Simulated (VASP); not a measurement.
Input of a VASP 6.6.1 run:

INCAR

```
PREC = Accurate
ENCUT = 520
EDIFF = 1E-7
ISMEAR = 0
SIGMA = 0.15
LREAL = F
LASPH = T
NELM = 80
ALGO = Normal
ISIF = 2
LWAVE = F
LCHARG = F
GGA = CA
NBANDS = 10
```

File KPOINTS:

```
Automatic mesh
0
Gamma
  18 18 10
```

POSCAR

```
Al
1.0
    2.9496000000      0.0000000000      0.0000000000
   -1.4748000000      2.5544285310      0.0000000000
    0.0000000000      0.0000000000      4.4051000000
Al
2
Direct
    0.6666666667      0.3333333333      0.7500000000
    0.3333333333      0.6666666667      0.2500000000
```

Potentials or basis: VASP PAW LDA potentials, release 64 (Al).

Run with:

```bash
$ cat potpaw_LDA.64/Al/POTCAR > POTCAR
$ mpirun -np 1 vasp_std > vasp.out
```

Problem. What does it give for the band gap on the k mesh?

Solution. Zero (bands 3 and 4 overlap by 8.75 eV).

Problem. What does it give for the pressure?

Solution. -2.1 GPa.

Stress tensor (GPa, compression positive):
```
-4.04  0.00  0.00
 0.00 -4.04  0.00
 0.00  0.00  1.64
```
